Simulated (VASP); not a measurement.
# Ga (I4_1/amd) in VASP: relaxation of cell and atoms with PBE

Aim: the relaxation of cell and atoms of Ga with PBE.

All numbers are computed with VASP 6.6.1; they aren't measurements. Logs are shortened: lines on timing, memory, paths and dates and some standing lists are left out, and cuts for length are marked.

### 1 The cell of the first run

It takes space group I4_1/amd (No. 141, tetragonal). The conventional cell has a = 5.099 Å, b = 5.099 Å, c = 2.690 Å, α = 90.00°, β = 90.00°, γ = 90.00°. Within 3.5 Å of Ga (site symmetry -4m2) lie 10 Ga at 2.64 to 3.25 Å.

### 2 Relaxation of cell and atoms, PBE, target pressure 7.4 GPa, at which the enthalpy is minimised

The input, INCAR:

```
PREC     = Accurate       # precision mode
ENCUT    = 600            # plane-wave cutoff, eV
EDIFF    = 1E-6           # SCF threshold, eV
ISMEAR   = -1             # smearing method
SIGMA    = 0.05           # smearing width, eV
LREAL    = F              # projectors in reciprocal space
LASPH    = T              # aspherical terms in the spheres
NELM     = 60             # most SCF steps
ALGO     = Normal         # electronic algorithm
ISIF     = 3              # what is computed and relaxed
LWAVE    = F              # write WAVECAR
LCHARG   = F              # write CHGCAR
GGA      = PE             # functional
IBRION   = 2              # ionic algorithm
NSW      = 32             # ionic steps
EDIFFG   = -0.005         # ionic threshold
PSTRESS  = 74.0
```

The input, KPOINTS:

```
regular mesh
0
Gamma
  16 16 16
```

The input, POSCAR:

```
Ga
1.0
   -2.5494873683      2.5494873683      1.3449784615
    2.5494873683     -2.5494873683      1.3449784615
    2.5494873683      2.5494873683     -1.3449784615
Ga
2
Direct
   -0.3750000000     -0.1250000000     -0.2500000000
    0.3750000000      0.1250000000      0.2500000000
```

Potentials or basis: VASP PAW PBE potentials, release 64 (Ga_d).

Command:

```sh
$ cat potpaw_PBE.64/Ga_d/POTCAR > POTCAR
$ mpirun -np 1 vasp_std > vasp.out
```

OUTCAR:

```text
PREC = Accurate
   ENCUT = 600
   EDIFF = 1E-6
   ISMEAR = -1
   LREAL = F
   LASPH = T
   NELM = 60
   ISIF = 3
   GGA = PE
   IBRION = 2
   NSW = 32
   EDIFFG = -0.005
   PSTRESS = 74.0

 ion  position               nearest neighbor table
   1  0.625  0.875  0.750-   2 2.64   2 2.64   2 2.64   2 2.64
   2  0.375  0.125  0.250-   1 2.64   1 2.64   1 2.64   1 2.64

  LATTYP: Found a body centered tetragonal cell.
 ALAT       =     5.0989747366
 C/A-ratio  =     0.5275485881

  Lattice vectors:

 A1 = (  -2.5494873683,   2.5494873683,   1.3449784615)
 A2 = (   2.5494873683,  -2.5494873683,   1.3449784615)
 A3 = (   2.5494873683,   2.5494873683,  -1.3449784615)

Analysis of symmetry for initial positions (statically):
=====================================================================
 Subroutine PRICEL returns:
 Original cell was already a primitive cell.

 Routine SETGRP: Setting up the symmetry group for a
 body centered tetragonal supercell.

 Subroutine GETGRP returns: Found 16 space group operations
 (whereof  4 operations were pure point group operations)
 out of a pool of 16 trial point group operations.

The static configuration has the point symmetry C_2h.
 The point group associated with its full space group is D_4h.

Analysis of symmetry for dynamics (positions and initial velocities):
=====================================================================
 Subroutine PRICEL returns:
 Original cell was already a primitive cell.

 Routine SETGRP: Setting up the symmetry group for a
 body centered tetragonal supercell.

 Subroutine GETGRP returns: Found 16 space group operations
 (whereof  4 operations were pure point group operations)
 out of a pool of 16 trial point group operations.

The dynamic configuration has the point symmetry C_2h.
 The point group associated with its full space group is D_4h.

 Subroutine INISYM returns: Found 16 space group operations
 (whereof  4 operations are pure point group operations),
 and found     1 'primitive' translations

----------------------------------------------------------------------------------------

                                     Primitive cell

  volume of cell :      34.9688

  direct lattice vectors                    reciprocal lattice vectors
    -2.549487368  2.549487368  1.344978461     0.000000000  0.196117857  0.371753165
     2.549487368 -2.549487368  1.344978461     0.196117857  0.000000000  0.371753165
     2.549487368  2.549487368 -1.344978461     0.196117857  0.196117857  0.000000000

  length of vectors
     3.848212409  3.848212409  3.848212409     0.420312538  0.420312538  0.277352534

  position of ions in fractional coordinates (direct lattice)
     0.625000000  0.875000000  0.750000000
     0.375000000  0.125000000  0.250000000

  ion indices of the primitive-cell ions
   primitive index   ion index
                 1           1
                 2           2

----------------------------------------------------------------------------------------

 KPOINTS: regular mesh

Automatic generation of k-mesh.
 Grid dimensions read from file:
 generate k-points for:   16   16   16

 Generating k-lattice:

  Cartesian coordinates                     Fractional coordinates (reciprocal lattice)
     0.000000000  0.012257366  0.023234573     0.062500000 -0.000000000  0.000000000
     0.012257366  0.000000000  0.023234573    -0.000000000  0.062500000  0.000000000
     0.012257366  0.012257366  0.000000000     0.000000000  0.000000000  0.062500000

  Length of vectors
     0.026269534  0.026269534  0.017334533

  Shift w.r.t. Gamma in fractional coordinates (k-lattice)
     0.000000000  0.000000000  0.000000000

 Subroutine IBZKPT returns following result:
 ===========================================

 Found    349 irreducible k-points:

 Following reciprocal coordinates:
            Coordinates               Weight
  0.000000  0.000000  0.000000      1.000000
  0.062500 -0.000000  0.000000      8.000000
  0.125000 -0.000000  0.000000      8.000000
  0.187500 -0.000000  0.000000      8.000000
  0.250000 -0.000000  0.000000      8.000000
  0.312500  0.000000 -0.000000      8.000000
[... 16 lines left out ...]
 -0.125000  0.062500 -0.000000     16.000000
 -0.062500  0.062500  0.000000      4.000000
 [... further k-points ...]
   k-points           NKPTS =    349   k-points in BZ     NKDIM =    349   number of bands    NBANDS=     17
   number of dos      NEDOS =    301   number of ions     NIONS =      2
   total plane-waves  NPLWV =  32768
   dimension x,y,z NGX =    32 NGY =   32 NGZ =   32
   dimension x,y,z NGXF=    64 NGYF=   64 NGZF=   64
   ions per type =               2
   NGX,Y,Z   is equivalent  to a cutoff of  13.82, 13.82, 13.82 a.u.
   NGXF,Y,Z  is equivalent  to a cutoff of  27.65, 27.65, 27.65 a.u.
 SYSTEM =  unknown system
   PREC   = accura    normal or accurate (medium, high low for compatibility)
   ISTART =      0    job   : 0-new  1-cont  2-samecut
   ICHARG =      2    charge: 1-file 2-atom 10-const
   ISPIN  =      1    spin polarized calculation?
   LNONCOLLINEAR =      F non collinear calculations
   LSORBIT =      F    spin-orbit coupling
   LASPH  =      T    aspherical Exc in radial PAW
   ENCUT  =  600.0 eV  44.10 Ry    6.64 a.u.   7.69  7.69  7.69*2*pi/ulx,y,z
   NELM   =     60;   NELMIN=  2; NELMDL= -5     # of ELM steps
   EDIFF  = 0.1E-05   stopping-criterion for ELM
   LREAL  =      F    real-space projection
   EDIFFG = -.5E-02   stopping-criterion for IOM
   NSW    =     32    number of steps for IOM
   IBRION =      2    ionic relax: 0-MD 1-quasi-New 2-CG
   NFREE  =      1    steps in history (QN), initial steepest desc. (CG)
   ISIF   =      3    stress and relaxation
   ISYM   =      2    0-nonsym 1-usesym 2-fastsym
   POTIM  = 0.5000    time-step for ionic-motion
   TEBEG  =    0.0;   TEEND  =   0.0 temperature during run
   PSTRESS=   74.0 pullay stress
   NELECT =      26.0000    total number of electrons
   NUPDOWN=      -1.0000    fix difference up-down
   EMIN   =  10.00;   EMAX   =-10.00  energy-range for DOS
   EFERMI =   0.00;   METHOD = LEGACY
   ISMEAR =    -1;   SIGMA  =   0.05  broadening in eV -4-tet -1-fermi 0-gaus
   EFERMI_NEDOS =   21; number of points for ismear=-14 and -15
   IALGO  =     38    algorithm
   IMIX   =      4    mixing-type and parameters
     AMIX     =   0.40;   BMIX     =  1.00
     AMIX_MAG =   1.60;   BMIX_MAG =  1.00
  volume/ion in A,a.u.               =      17.48       117.99
  Fermi-wavevector in a.u.,A,eV,Ry     =   1.483106  2.802664 29.927431  2.199604
  Thomas-Fermi vector in A             =   2.596809
   LORBIT       =      0    0 simple, 1 ext, 2 COOP (PROOUT), +10 PAW based schemes
   GGA     = PE    functional components
   LHFCALC =     F    Hartree Fock is set to
   AEXX    =    0.0000 exact exchange contribution
   IVDW    =     0    specifies the selected vdW correction
   LEPSILON=     F    determine dielectric tensor
   LRPA    =     F    only Hartree local field effects (RPA)
 conjugate gradient relaxation of ions
 non-spin polarized calculation
  energy-cutoff  :      600.00
  volume of cell :       34.97
 maximum number of plane-waves:      1194
   NGX = 15   NGY = 15   NGZ = 15

 number of electron      26.0000007 magnetization

 Free energy of the ion-electron system (eV)
  ---------------------------------------------------
  ext. energy  EPLUGINS =         0.00000000
  ---------------------------------------------------
  free energy    TOTEN  =        -5.61189341 eV

  energy without entropy =       -5.60526175  energy(sigma->0) =       -5.60857758

 E-fermi :   6.1065     XC(G=0): -11.3549

 val. band max:        6.1050224281   @ k =   0.1875   0.1875   0.1875
 cond. band min:       6.1152856640   @ k =   0.1875   0.1875   0.1250
 fundamental gap:      0.0102632359
 Fermi energy:         6.1064625483

 k-point     1 :       0.0000    0.0000    0.0000
  band No.  band energies     occupation
      1      -9.1388      2.00000
      2      -9.0433      2.00000
      3      -9.0389      2.00000
      4      -9.0169      2.00000
      5      -8.6665      2.00000
      6      -8.6665      2.00000
[... 9 lines left out ...]
     16      16.5639      0.00000
     17      16.5640      0.00000

 k-point     2 :       0.0625   -0.0000    0.0000
  band No.  band energies     occupation
      1      -9.1357      2.00000
      2      -9.0364      2.00000
      3      -9.0248      2.00000
      4      -8.9965      2.00000
      5      -8.6855      2.00000
      6      -8.6845      2.00000
[... 9 lines left out ...]
     16      16.0914      0.00000
     17      16.6040      0.00000

 k-point     3 :       0.1250   -0.0000    0.0000
  band No.  band energies     occupation
      1      -9.1247      2.00000
      2      -9.0167      2.00000
      3      -8.9866      2.00000
      4      -8.9424      2.00000
      5      -8.7226      2.00000
      6      -8.7140      2.00000
[... 9 lines left out ...]
     16      14.8647      0.00000
     17      15.3956      0.00000

 k-point     4 :       0.1875   -0.0000    0.0000
  band No.  band energies     occupation
      1      -9.1056      2.00000
      2      -8.9877      2.00000
      3      -8.9381      2.00000
      4      -8.8725      2.00000
      5      -8.7692      2.00000
      6      -8.7357      2.00000
[... 9 lines left out ...]
     16      12.5764      0.00000
     17      13.6218      0.00000
[... 343 lines left out ...]
      1      -9.1124      2.00000
      2      -9.0019      2.00000
      3      -8.9904      2.00000
      4      -8.9496      2.00000
      5      -8.7197      2.00000
      6      -8.7038      2.00000
[... 9 lines left out ...]
     16      13.9764      0.00000
     17      14.8941      0.00000

 k-point    23 :      -0.1250    0.0625   -0.0000
  band No.  band energies     occupation
      1      -9.1269      2.00000
      2      -9.0269      2.00000
      3      -9.0257      2.00000
      4      -9.0002      2.00000
      5      -8.6855      2.00000
      6      -8.6803      2.00000
[... 9 lines left out ...]
     16      15.1038      0.00000
     17      16.2465      0.00000

 k-point    24 :      -0.0625    0.0625    0.0000
  band No.  band energies     occupation
      1      -9.1342      2.00000
      2      -9.0399      2.00000
      3      -9.0378      2.00000
      4      -9.0185      2.00000
      5      -8.6686      2.00000
      6      -8.6649      2.00000
[... 9 lines left out ...]
     16      15.9789      0.00000
     17      16.2468      0.00000

 [... further k-points ...]

------------------------ aborting loop because EDIFF is reached ----------------------------------------

  FORCE on cell =-STRESS in cart. coord.  units (eV):
  Direction    XX          YY          ZZ          XY          YZ          ZX
  --------------------------------------------------------------------------------------
  -------------------------------------------------------------------------------------
  Total        1.6173641      1.6173641      1.6171363      0.0000000      0.0000000      0.0000000
  in kB       74.1032638     74.1032638     74.0928264      0.0000000      0.0000000      0.0000000
  external PRESSURE =       0.0997847 kB  Pullay stress =      74.0000000 kB

 VOLUME and BASIS-vectors are now :
 -----------------------------------------------------------------------------
  energy-cutoff  :      600.00
  volume of cell :       34.97
      direct lattice vectors                 reciprocal lattice vectors
    -2.549487368  2.549487368  1.344978461     0.000000000  0.196117857  0.371753165
     2.549487368 -2.549487368  1.344978461     0.196117857  0.000000000  0.371753165
     2.549487368  2.549487368 -1.344978461     0.196117857  0.196117857  0.000000000

 POSITION                                       TOTAL-FORCE (eV/Angst)
 -----------------------------------------------------------------------------------
      2.54949      1.27474      1.00873        -0.000000     -0.000000      0.000000
     -0.00000      1.27474      0.33624         0.000000      0.000000     -0.000000
 -----------------------------------------------------------------------------------
    total drift:                                0.000000     -0.000000      0.000000

  FREE ENERGIE OF THE ION-ELECTRON SYSTEM (eV)
  ---------------------------------------------------
  free  energy   TOTEN  =        -5.6118934119 eV

  energy  without entropy=       -5.6052617461  energy(sigma->0) =       -5.60857758

  enthalpy is  TOTEN    =        -3.9967831097 eV   P V=        1.6151103023

 reached required accuracy - stopping structural energy minimisation
```

It took 60 s on 1 thread of Intel Xeon 6975P-C (Granite Rapids), shared host; peak memory 0.34 GiB.

Results:

```yaml
Free_energy: -5.6119 eV
Pressure_after_relaxing: 7.4 GPa
Band_gap_on_the_k_mesh: zero (bands 13 and 14 overlap by 7.71 eV)
```

Final structure:
```xyz
2
Lattice="-2.5495 2.5495 1.3450 2.5495 -2.5495 1.3450 2.5495 2.5495 -1.3450" Properties=species:S:1:pos:R:3 pbc="T T T"
Ga    2.5495    1.2747    1.0087
Ga    0.0000    1.2747    0.3362
```

Caveat: the cell is relaxed towards a set pressure, so the run minimises the enthalpy, not the energy.
